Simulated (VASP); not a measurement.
# MgC2 in VASP: notebook

The runs below take MgC2 through single point, with r2SCAN, PBE, LDA.

Program: VASP 6.6.1. These are calculated values, not measurements. Logs are shortened: lines on timing, memory, paths and dates and some standing lists are left out, and cuts for length are marked.

**1. The cell of the first run**

The typed cell holds 6 atoms: a = 3.951 Å, b = 3.951 Å, c = 4.987 Å, α = 90.00°, β = 90.00°, γ = 90.00°.

**2. Single point, r2SCAN**

POSCAR reads:

```
MgC2
1.0
    3.9507770000      0.0000000000      0.0000000000
    0.0000000000      3.9507770000      0.0000000000
    0.0000000000      0.0000000000      4.9870890000
Mg C
2 4
Direct
   -0.0088950000     -0.0043460000      0.4923900000
    0.5033630000      0.5100160000     -0.0051830000
    0.3876270000      0.6066950000      0.5087150000
    0.1176850000      0.1209630000     -0.0000010000
    0.6130530000      0.3856960000      0.4972100000
    0.8770760000      0.8834810000      0.0045650000
```

INCAR.step1 reads:

```
PREC = Accurate
ENCUT = 660
ISMEAR = 0
SIGMA = 0.05
LREAL = F
LASPH = T
NELM = 120
NBANDS = 27
GGA = PE
ALGO = Normal
EDIFF = 1E-5
LWAVE = T
LCHARG = F
GGA_COMPAT = F
```

INCAR.step2 reads:

```
PREC = Accurate
ENCUT = 660
EDIFF = 1E-6
ISMEAR = 0
SIGMA = 0.05
LREAL = F
LASPH = T
NELM = 120
ALGO = Normal
ISIF = 2
LWAVE = F
LCHARG = F
METAGGA = R2SCAN
LMIXTAU = T
NBANDS = 27
ISTART = 1
GGA_COMPAT = F
```

KPOINTS reads:

```
regular mesh
0
Gamma
  5 5 4
```

Potentials or basis: VASP PAW PBE potentials, release 64 (Mg_sv, C).

On the command line:

```sh
cat potpaw_PBE.64/Mg_sv/POTCAR potpaw_PBE.64/C/POTCAR > POTCAR
cp INCAR.step1 INCAR
mpirun -np 1 vasp_std > vasp.out
cp INCAR.step2 INCAR
mpirun -np 1 vasp_std > vasp.out
```

OUTCAR:

```text
PREC = Accurate
   ENCUT = 660
   EDIFF = 1E-6
   ISMEAR = 0
   LREAL = F
   LASPH = T
   NELM = 120
   ISIF = 2
   METAGGA = R2SCAN
   ISTART = 1

 ion  position               nearest neighbor table
   1  0.991  0.996  0.492-   5 2.15
   2  0.503  0.510  0.995-   6 2.09   4 2.16
   3  0.388  0.607  0.509-   5 1.25
   4  0.118  0.121  1.000-   6 1.34   2 2.16
   5  0.613  0.386  0.497-   3 1.25   1 2.15
   6  0.877  0.883  0.005-   4 1.34   2 2.09

  LATTYP: Found a simple tetragonal cell.
 ALAT       =     3.9507770000
 C/A-ratio  =     1.2623058705

  Lattice vectors:

 A1 = (   3.9507770000,   0.0000000000,   0.0000000000)
 A2 = (   0.0000000000,   3.9507770000,   0.0000000000)
 A3 = (   0.0000000000,   0.0000000000,   4.9870890000)

Analysis of symmetry for initial positions (statically):
=====================================================================
 Subroutine PRICEL returns:
 Original cell was already a primitive cell.

 Routine SETGRP: Setting up the symmetry group for a
 simple tetragonal supercell.

 Subroutine GETGRP returns: Found  1 space group operations
 (whereof  1 operations were pure point group operations)
 out of a pool of 16 trial point group operations.

The static configuration has the point symmetry C_1 .

Analysis of symmetry for dynamics (positions and initial velocities):
=====================================================================
 Subroutine PRICEL returns:
 Original cell was already a primitive cell.

 Routine SETGRP: Setting up the symmetry group for a
 simple tetragonal supercell.

 Subroutine GETGRP returns: Found  1 space group operations
 (whereof  1 operations were pure point group operations)
 out of a pool of 16 trial point group operations.

The dynamic configuration has the point symmetry C_1 .

 Subroutine INISYM returns: Found  1 space group operations
 (whereof  1 operations are pure point group operations),
 and found     1 'primitive' translations

----------------------------------------------------------------------------------------

                                     Primitive cell

  volume of cell :      77.8417

  direct lattice vectors                    reciprocal lattice vectors
     3.950777000  0.000000000  0.000000000     0.253114767  0.000000000  0.000000000
     0.000000000  3.950777000  0.000000000     0.000000000  0.253114767  0.000000000
     0.000000000  0.000000000  4.987089000     0.000000000  0.000000000  0.200517777

  length of vectors
     3.950777000  3.950777000  4.987089000     0.253114767  0.253114767  0.200517777

  position of ions in fractional coordinates (direct lattice)
     0.991105000  0.995654000  0.492390000
     0.503363000  0.510016000  0.994817000
     0.387627000  0.606695000  0.508715000
     0.117685000  0.120963000  0.999999000
     0.613053000  0.385696000  0.497210000
     0.877076000  0.883481000  0.004565000

  ion indices of the primitive-cell ions
   primitive index   ion index
                 1           1
                 2           2
                 3           3
                 4           4
                 5           5
                 6           6

----------------------------------------------------------------------------------------

 KPOINTS: regular mesh

Automatic generation of k-mesh.
 Grid dimensions read from file:
 generate k-points for:    5    5    4

 Generating k-lattice:

  Cartesian coordinates                     Fractional coordinates (reciprocal lattice)
     0.050622953  0.000000000  0.000000000     0.200000000  0.000000000  0.000000000
     0.000000000  0.050622953  0.000000000     0.000000000  0.200000000  0.000000000
     0.000000000  0.000000000  0.050129444     0.000000000  0.000000000  0.250000000

  Length of vectors
     0.050622953  0.050622953  0.050129444

  Shift w.r.t. Gamma in fractional coordinates (k-lattice)
     0.000000000  0.000000000  0.000000000

 Subroutine IBZKPT returns following result:
 ===========================================

 Found     51 irreducible k-points:

 Following reciprocal coordinates:
            Coordinates               Weight
  0.000000  0.000000  0.000000      1.000000
  0.200000  0.000000  0.000000      2.000000
  0.000000  0.200000  0.000000      2.000000
  0.400000  0.000000  0.000000      2.000000
  0.000000  0.400000  0.000000      2.000000
  0.200000  0.200000  0.000000      2.000000
[... 16 lines left out ...]
  0.200000  0.200000  0.250000      2.000000
 -0.200000  0.200000  0.250000      2.000000
 [... further k-points ...]
   k-points           NKPTS =     51   k-points in BZ     NKDIM =     51   number of bands    NBANDS=     27
   number of dos      NEDOS =    301   number of ions     NIONS =      6
   total plane-waves  NPLWV =  54432
   dimension x,y,z NGX =    36 NGY =   36 NGZ =   42
   dimension x,y,z NGXF=    72 NGYF=   72 NGZF=   84
   ions per type =               2   4
   NGX,Y,Z   is equivalent  to a cutoff of  15.15, 15.15, 14.00 a.u.
[... 37 lines left out ...]
   LHFCALC =     F    Hartree Fock is set to
   AEXX    =    0.0000 exact exchange contribution
   IVDW    =     0    specifies the selected vdW correction
   LEPSILON=     F    determine dielectric tensor
   LRPA    =     F    only Hartree local field effects (RPA)
 non-spin polarized calculation
 Gauss-broadening in eV      SIGMA  =   0.05
  energy-cutoff  :      660.00
  volume of cell :       77.84
 maximum number of plane-waves:      3033
 NGX is ok and might be reduce to    36
   NGX = 17   NGY = 17   NGZ = 21

 number of electron      35.9999978 magnetization

 Free energy of the ion-electron system (eV)
  ---------------------------------------------------
  ext. energy  EPLUGINS =         0.00000000
  ---------------------------------------------------
  free energy    TOTEN  =       -46.03951605 eV

  energy without entropy =      -46.03951605  energy(sigma->0) =      -46.03951605

 E-fermi :   1.2844     XC(G=0): -10.2098

 val. band max:        0.8685813470   @ k =  -0.2000   0.2000   0.0000
 cond. band min:       3.4169155442   @ k =   0.0000   0.0000   0.0000
 fundamental gap:      2.5483341972
 Fermi energy:         1.2844267156

 k-point     1 :       0.0000    0.0000    0.0000
  band No.  band energies     occupation
      1     -75.6153      2.00000
      2     -75.5518      2.00000
      3     -40.8019      2.00000
      4     -40.7626      2.00000
      5     -40.7364      2.00000
      6     -40.7001      2.00000
[... 19 lines left out ...]
     26      12.6099      0.00000
     27      13.5641      0.00000

 k-point     2 :       0.2000    0.0000    0.0000
  band No.  band energies     occupation
      1     -75.6153      2.00000
      2     -75.5518      2.00000
      3     -40.8020      2.00000
      4     -40.7624      2.00000
      5     -40.7365      2.00000
      6     -40.7000      2.00000
[... 19 lines left out ...]
     26      11.8700      0.00000
     27      12.9871      0.00000

 k-point     3 :       0.0000    0.2000    0.0000
  band No.  band energies     occupation
      1     -75.6153      2.00000
      2     -75.5518      2.00000
      3     -40.8020      2.00000
      4     -40.7624      2.00000
      5     -40.7365      2.00000
      6     -40.7000      2.00000
[... 19 lines left out ...]
     26      11.8899      0.00000
     27      13.0003      0.00000

 k-point     4 :       0.4000    0.0000    0.0000
  band No.  band energies     occupation
      1     -75.6152      2.00000
      2     -75.5518      2.00000
      3     -40.8023      2.00000
      4     -40.7622      2.00000
      5     -40.7368      2.00000
      6     -40.6999      2.00000
[... 19 lines left out ...]
     26      11.6769      0.00000
     27      12.5404      0.00000
[... 516 lines left out ...]
      4     -40.7623      2.00000
      5     -40.7368      2.00000
      6     -40.6999      2.00000
[... 19 lines left out ...]
     26      12.1382      0.00000
     27      12.7764      0.00000

 k-point    23 :       0.2000    0.2000    0.2500
  band No.  band energies     occupation
      1     -75.6153      2.00000
      2     -75.5518      2.00000
      3     -40.8021      2.00000
      4     -40.7623      2.00000
      5     -40.7367      2.00000
      6     -40.6999      2.00000
[... 19 lines left out ...]
     26      12.6922      0.00000
     27      13.4858      0.00000

 k-point    24 :      -0.2000    0.2000    0.2500
  band No.  band energies     occupation
      1     -75.6153      2.00000
      2     -75.5518      2.00000
      3     -40.8022      2.00000
      4     -40.7623      2.00000
      5     -40.7366      2.00000
      6     -40.7000      2.00000
[... 19 lines left out ...]
     26      12.6016      0.00000
     27      13.5214      0.00000

 [... further k-points ...]

------------------------ aborting loop because EDIFF is reached ----------------------------------------

  FORCE on cell =-STRESS in cart. coord.  units (eV):
  Direction    XX          YY          ZZ          XY          YZ          ZX
  --------------------------------------------------------------------------------------
  -------------------------------------------------------------------------------------
  Total       -3.6817484     -3.6674459     -0.6378854     -3.0066652      0.2341391     -0.1385985
  in kB      -75.7796388    -75.4852579    -13.1292864    -61.8847295      4.8191724     -2.8527067
  external PRESSURE =     -54.7980611 kB  Pullay stress =       0.0000000 kB

 VOLUME and BASIS-vectors are now :
 -----------------------------------------------------------------------------
  energy-cutoff  :      660.00
  volume of cell :       77.84
      direct lattice vectors                 reciprocal lattice vectors
     3.950777000  0.000000000  0.000000000     0.253114767  0.000000000  0.000000000
     0.000000000  3.950777000  0.000000000     0.000000000  0.253114767  0.000000000
     0.000000000  0.000000000  4.987089000     0.000000000  0.000000000  0.200517777

 POSITION                                       TOTAL-FORCE (eV/Angst)
 -----------------------------------------------------------------------------------
      3.91563      3.93361      2.45559         0.184763     -0.166463      0.065343
      1.98867      2.01496      4.96124        -0.464481     -0.382914      0.067862
      1.53143      2.39692      2.53701        -0.046019      0.133687     -0.203978
      0.46495      0.47790      4.98708        -4.000436     -3.972860      0.127687
      2.42204      1.52380      2.47963        -0.099261      0.093484      0.111303
      3.46513      3.49044      0.02277         4.425433      4.295067     -0.168218
 -----------------------------------------------------------------------------------
    total drift:                               -0.078410      0.109187     -0.026923

  FREE ENERGIE OF THE ION-ELECTRON SYSTEM (eV)
  ---------------------------------------------------
  free  energy   TOTEN  =       -46.0395160514 eV

  energy  without entropy=      -46.0395160514  energy(sigma->0) =      -46.03951605
```

Wall time 7 min (1 thread of AMD EPYC 7R13 (Zen 3), shared host); peak memory 0.27 GiB.

What came out:

| Property | Result |
| --- | --- |
| Free energy | -46.0395 eV |
| Pressure | -5.5 GPa |
| Largest force | 6.169 eV/Å |
| Band gap on the k mesh | 2.55 eV (least direct gap 2.67 eV) |

Forces on the atoms (eV/Å):
```
Mg   0.185 -0.166  0.065
Mg  -0.464 -0.383  0.068
C   -0.046  0.134 -0.204
C   -4.000 -3.973  0.128
C   -0.099  0.093  0.111
C    4.425  4.295 -0.168
```

Stress tensor (GPa, compression positive):
```
-7.58 -6.19 -0.29
-6.19 -7.55  0.48
-0.29  0.48 -1.31
```

Levels at points of the mesh, in eV from the valence-band top:
```csv
k point,band 14,band 15,band 16,band 17,band 18,band 19,band 20,band 21,band 22,band 23
"(0.00, 0.00, 0.00)",-3.00,-1.54,-0.49,-0.32,-0.13,2.55,5.27,5.35,5.96,7.81
"(0.00, 0.00, 0.50)",-3.20,-0.83,-0.50,-0.46,-0.28,3.37,3.95,5.57,6.14,9.87
```

Caveat: the cell stands under tension; the PAW data sets were made with another functional, which shifts forces and pressure a little; an odd mesh through Γ misses points on the zone boundary, where band edges can lie.

**3. Single point, PBE**

This run uses another cell than the first one, of 13.23 Å³/atom.

INCAR reads:

```
SYSTEM = MgC2
  PREC = Accurate
  ENCUT = 750
  EDIFF = 1E-6
  ISMEAR = -1
  SIGMA = 0.05
  LREAL = .FALSE.
  LASPH = .TRUE.
  NELM = 120
  ALGO = Normal
  ISIF = 2
  LWAVE = .FALSE.
  LCHARG = .TRUE.
  GGA = PE
  LELF = .TRUE.
  LVHAR = .TRUE.
  NBANDS = 27
  GGA_COMPAT = .FALSE.
```

KPOINTS reads:

```
Automatic mesh
0
G
  5 5 5
  0 0 0
```

POSCAR reads:

```
MgC2
1.0
    3.9507770000      0.0000000000      0.0000000000
    0.0000000000      3.9507770000      0.0000000000
    0.0000000000      0.0000000000      5.0868307800
Mg C
2 4
Direct
    0.0000000000      0.0000000000      0.5000000000
    0.5000000000      0.5000000000      0.0000000000
    0.3876550000      0.6123450000      0.5000000000
    0.1123450000      0.1123450000      0.0000000000
    0.6123450000      0.3876550000      0.5000000000
    0.8876550000      0.8876550000      0.0000000000
```

Potentials or basis: VASP PAW PBE potentials, release 64 (Mg_sv, C).

On the command line:

```sh
cat potpaw_PBE.64/Mg_sv/POTCAR potpaw_PBE.64/C/POTCAR > POTCAR
mpirun -np 1 vasp_std > vasp.out
```

Wall time 32 s (1 thread of Intel Xeon 6975P-C (Granite Rapids), shared host); peak memory 0.25 GiB.

Results (log left out):

* Free energy: -37.3944 eV
* Pressure: -1.6 GPa
* Largest force: 0.018 eV/Å
* Band gap on the k mesh: 2.75 eV (least direct gap 3.04 eV)

Forces on the atoms (eV/Å):
```
Mg   0.000  0.000  0.000
Mg   0.000  0.000  0.000
C   -0.012  0.012  0.000
C    0.012  0.012  0.000
C    0.012 -0.012  0.000
C   -0.012 -0.012  0.000
```

Stress tensor (GPa, compression positive):
```
-1.26  0.00  0.00
 0.00 -1.26  0.00
 0.00  0.00 -2.23
```

Levels at points of the mesh, in eV from the valence-band top:
```tsv
k point	band 14	band 15	band 16	band 17	band 18	band 19	band 20	band 21	band 22	band 23
(0.00, 0.00, 0.00)	-2.88	-1.32	-0.31	-0.29	-0.29	2.75	5.23	5.73	5.73	7.06
```

Caveat: an odd mesh through Γ misses points on the zone boundary, where band edges can lie.

**4. Single point, r2SCAN**

POSCAR reads:

```
MgC2
1.0
    3.9507770000      0.0000000000      0.0000000000
    0.0000000000      3.9507770000      0.0000000000
    0.0000000000      0.0000000000      4.9870890000
Mg C
2 4
Direct
   -0.0088950000     -0.0043460000      0.4923900000
    0.5033630000      0.5100160000     -0.0051830000
    0.3876270000      0.6066950000      0.5087150000
    0.1176850000      0.1209630000     -0.0000010000
    0.6130530000      0.3856960000      0.4972100000
    0.8770760000      0.8834810000      0.0045650000
```

INCAR.step1: that of step 2 with these lines changed.

```diff
@@ -1,3 +1,3 @@
 PREC = Accurate
-ENCUT = 660
+ENCUT = 750
 ISMEAR = 0
```

INCAR.step2: that of step 2 with these lines changed.

```diff
@@ -1,3 +1,3 @@
 PREC = Accurate
-ENCUT = 660
+ENCUT = 750
 EDIFF = 1E-6
```

KPOINTS reads:

```
regular mesh
0
Gamma
  5 5 4
```

On the command line:

```sh
cat potpaw_PBE.64/Mg_sv/POTCAR potpaw_PBE.64/C/POTCAR > POTCAR
cp INCAR.step1 INCAR
mpirun -np 1 vasp_std > vasp.out
cp INCAR.step2 INCAR
mpirun -np 1 vasp_std > vasp.out
```

Wall time 6.6 min (1 thread of AMD EPYC 9R45 (Zen 5), shared host); peak memory 0.3 GiB.

It converged, with:

| Quantity | Value |
| --- | --- |
| Free energy | -46.0244 eV |
| Pressure | -5.4 GPa |
| Largest force | 6.176 eV/Å |
| Band gap on the k mesh | 2.55 eV (least direct gap 2.68 eV) |

Forces on the atoms (eV/Å):
```
Mg   0.182 -0.169  0.106
Mg  -0.442 -0.398  0.045
C   -0.048  0.136 -0.208
C   -4.011 -3.974  0.123
C   -0.106  0.100  0.106
C    4.425  4.304 -0.172
```

Stress tensor (GPa, compression positive):
```
-7.54 -6.19 -0.29
-6.19 -7.51  0.48
-0.29  0.48 -1.12
```

Levels at points of the mesh, in eV from the valence-band top:
| k point | band 16 | band 17 | band 18 | band 19 | band 20 | band 21 |
| --- | --- | --- | --- | --- | --- | --- |
| (0.00, 0.00, 0.00) | -0.49 | -0.32 | -0.13 | 2.55 | 5.27 | 5.35 |
| (0.00, 0.00, 0.50) | -0.50 | -0.46 | -0.28 | 3.37 | 3.95 | 5.57 |

Caveat: the cell stands under tension; the PAW data sets were made with another functional, which shifts forces and pressure a little; an odd mesh through Γ misses points on the zone boundary, where band edges can lie.

**5. Single point, LDA**

This run uses another cell than the first one, of 10.32 Å³/atom.

INCAR reads:

```
SYSTEM = MgC2
ALGO = Normal
EDIFF = 1E-6
ENCUT = 750
GGA = CA
GGA_COMPAT = .False.
ISIF = 2
ISMEAR = -1
LASPH = .True.
LCHARG = .False.
LREAL = .False.
LWAVE = .False.
NBANDS = 27
NELM = 120
PREC = Accurate
SIGMA = 0.05
```

KPOINTS reads:

```
k-points
0
Gamma
  5 5 5
  0 0 0
```

POSCAR reads:

```
MgC2
1.0
    3.7201398572      0.0000000000      0.0000000000
    0.0000000000      3.7201398572      0.0000000000
    0.0000000000      0.0000000000      4.4738001684
Mg C
2 4
Direct
    0.0000000000      0.0000000000      0.5000000000
    0.5000000000      0.5000000000      0.0000000000
    0.3831073932      0.6168926068      0.5000000000
    0.1168926068      0.1168926068      0.0000000000
    0.6168926068      0.3831073932      0.5000000000
    0.8831073932      0.8831073932      0.0000000000
```

Potentials or basis: VASP PAW LDA potentials, release 64 (Mg_sv, C).

On the command line:

```sh
cat potpaw_LDA.64/Mg_sv/POTCAR potpaw_LDA.64/C/POTCAR > POTCAR
mpirun -np 1 vasp_std > vasp.out
```

It took 18 s on 1 thread of Intel Xeon 6975P-C (Granite Rapids), shared host; peak memory 0.19 GiB.

It converged, with:

```
Free energy            : -40.3459 eV
Pressure               : 20.0 GPa
Largest force          : 0.077 eV/Å
Band gap on the k mesh : 1.57 eV (least direct gap 1.89 eV)
```

Forces on the atoms (eV/Å):
```
Mg   0.000  0.000  0.000
Mg   0.000  0.000  0.000
C   -0.055  0.055  0.000
C    0.055  0.055  0.000
C    0.055 -0.055  0.000
C   -0.055 -0.055  0.000
```

Stress tensor (GPa, compression positive):
```
20.08  0.00  0.00
 0.00 20.08  0.00
 0.00  0.00 19.88
```

Levels at points of the mesh, in eV from the valence-band top:
```tsv
k point	band 16	band 17	band 18	band 19	band 20	band 21
(0.00, 0.00, 0.00)	-0.59	-0.32	-0.32	1.57	5.29	5.29
```

Caveat: the cell stands under pressure; an odd mesh through Γ misses points on the zone boundary, where band edges can lie.

**6. The runs side by side**

```tsv
level	potentials or basis	cell	k mesh	cutoff (eV)	smearing	mended	gap on the mesh (eV)	pressure (GPa)	largest force (eV/Å)
r2SCAN	VASP PAW PBE potentials, release 64 (Mg_sv, C)	a = 3.951, b = 3.951, c = 4.987 Å, 6 atoms, atomic positions A	5 × 5 × 4	660	gaussian 0.05 eV	-	2.55	-5.5	6.17
PBE	VASP PAW PBE potentials, release 64 (Mg_sv, C)	a = 3.951, b = 3.951, c = 5.087 Å, 6 atoms, atomic positions B	5 × 5 × 5	750	fermi-dirac 0.05 eV	yes	2.75	-1.6	0.02
r2SCAN	VASP PAW PBE potentials, release 64 (Mg_sv, C)	a = 3.951, b = 3.951, c = 4.987 Å, 6 atoms, atomic positions A	5 × 5 × 4	750	gaussian 0.05 eV	yes	2.55	-5.4	6.18
LDA	VASP PAW LDA potentials, release 64 (Mg_sv, C)	a = 3.720, b = 3.720, c = 4.474 Å, 6 atoms, atomic positions C	5 × 5 × 5	750	fermi-dirac 0.05 eV	yes	1.57	20.0	0.08
```

Alike in all rows: task single point; no spin polarisation.

Caveats: an odd mesh through Γ misses points on the zone boundary, where band edges can lie; the cell stands under tension (at least some runs); the PAW data sets were made with another functional, which shifts forces and pressure a little (at least some runs); the cell stands under pressure (at least some runs).

Total energies depend on the potentials used, so only differences within one code and one set of settings carry meaning.
